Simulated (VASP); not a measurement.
Here is a VASP 6.6.1 calculation.

The input INCAR:

```
PREC = Accurate
ENCUT = 520
EDIFF = 1E-7
ISMEAR = -1
SIGMA = 0.05
LREAL = Auto
LASPH = True
NELM = 200
ALGO = Normal
ISIF = 2
LWAVE = False
LCHARG = False
ISPIN = 2
MAGMOM = 0 0 0 0 0 0.143 0 0.143 0 0 0 0 0 0 0 0 0 0 0 0.143 0 0 0 0.143 0 0 0 0 0 0 0.143 0.143 0 0 0 0 0 0 0 0 0.143
LORBIT = 11
GGA = PS
IBRION = 2
NSW = 100
EDIFFG = -0.03
ISYM = -1
GGA_COMPAT = False
NELMIN = 4
KPAR = 1
```

Contents of KPOINTS:

```
explicit points
1
Reciprocal
  0.25000000   0.25000000   0.25000000 1
```

The input POSCAR:

```
K8Mg8F25
1.0
    7.9825440000      0.0000000000      0.0000000000
    0.0000000000      7.9825440000      0.0000000000
    0.0000000000      0.0000000000      7.9825440000
K Mg F
8 8 25
Direct
    0.0006300000      0.0009080000      0.0020560000
    0.9987230000      0.0044970000      0.5000830000
    0.0003680000      0.4984000000      0.9977100000
    0.9992930000      0.5019390000      0.5008920000
    0.4987980000      0.0008930000      0.0002790000
    0.5009470000      0.0004440000      0.5012140000
    0.4978260000      0.5004910000      0.9983870000
    0.4994180000      0.4998810000      0.5007980000
    0.2500330000      0.2465710000      0.2504880000
    0.2515280000      0.2508390000      0.7480560000
    0.2501520000      0.7527920000      0.2522340000
    0.2509020000      0.7509830000      0.7473610000
    0.7475100000      0.2526640000      0.2500330000
    0.7479950000      0.2458890000      0.7529400000
    0.7509850000      0.7509490000      0.2494300000
    0.7496670000      0.7486320000      0.7522280000
    0.2486930000      0.2503020000      0.9996810000
    0.2466610000      0.2533880000      0.5017360000
    0.2551880000      0.7474540000      0.0008760000
    0.2488600000      0.7490180000      0.5006670000
    0.7482760000      0.2484380000      0.0000890000
    0.7504070000      0.2488500000      0.4981350000
    0.7502440000      0.7536550000      0.0003220000
    0.7485830000      0.7490310000      0.5056600000
    0.0001320000      0.2528160000      0.2522290000
    0.9976180000      0.2501610000      0.7519420000
    0.9986400000      0.7487940000      0.2501950000
    0.0018140000      0.7508920000      0.7540170000
    0.5007650000      0.2470850000      0.2508160000
    0.5015890000      0.2491880000      0.7542410000
    0.4990050000      0.7492100000      0.2483640000
    0.5013220000      0.7542600000      0.7489640000
    0.2447910000      0.0011010000      0.2487230000
    0.2492880000      0.9993360000      0.7513510000
    0.2508360000      0.5012570000      0.2502700000
    0.2445040000      0.5017440000      0.7511180000
    0.7493960000      0.9991910000      0.2506020000
    0.7470930000      0.0002010000      0.7486410000
    0.7536530000      0.5020260000      0.2520310000
    0.7519580000      0.4960720000      0.7512410000
    0.4958970000      0.7521910000      0.5009560000
```

Potentials or basis: VASP PAW PBE potentials, release 64 (K_sv, Mg, F).

Launch:

```sh
$ cat potpaw_PBE.64/K_sv/POTCAR potpaw_PBE.64/Mg/POTCAR potpaw_PBE.64/F/POTCAR > POTCAR
$ mpirun -np 4 vasp_std > vasp.out
```

**Question.** Estimate the energy gained by relaxing.

**Answer.** 67.3 meV/atom.

**Question.** What does it give for the net moment?

**Answer.** 1.00 μB per cell.

**Question.** Estimate the band gap on the k mesh.

**Answer.** 1.03 eV.

The path:
```csv
step,energy change (eV),largest force (eV/Å),pressure (GPa)
1,0.0000,4.8275,3.49
4,-1.8760,1.9474,1.66
7,-2.3133,0.2516,1.44
10,-2.3762,0.0666,1.34
13,-2.3822,0.0703,1.33
16,-2.3975,0.3270,1.29
19,-2.4006,0.2506,1.29
22,-2.4088,0.2846,1.29
25,-2.4140,0.2658,1.29
28,-2.4366,0.2789,1.36
31,-2.4773,0.1359,1.31
34,-2.5000,0.1126,1.33
37,-2.5108,0.0643,1.32
40,-2.5138,0.0716,1.31
43,-2.5185,0.1290,1.32
46,-2.5257,0.1138,1.32
49,-2.5354,0.2869,1.33
52,-2.5536,0.2362,1.31
55,-2.5612,0.1376,1.30
58,-2.5794,0.2748,1.27
61,-2.6217,0.1433,1.31
64,-2.6544,0.1413,1.33
67,-2.6801,0.2072,1.35
70,-2.7024,0.3000,1.44
73,-2.7407,0.1175,1.59
76,-2.7519,0.1579,1.67
79,-2.7574,0.0331,1.67
81,-2.7584,0.0250,1.68
```

Caveat: the PAW data sets were made with another functional, which shifts forces and pressure a little.
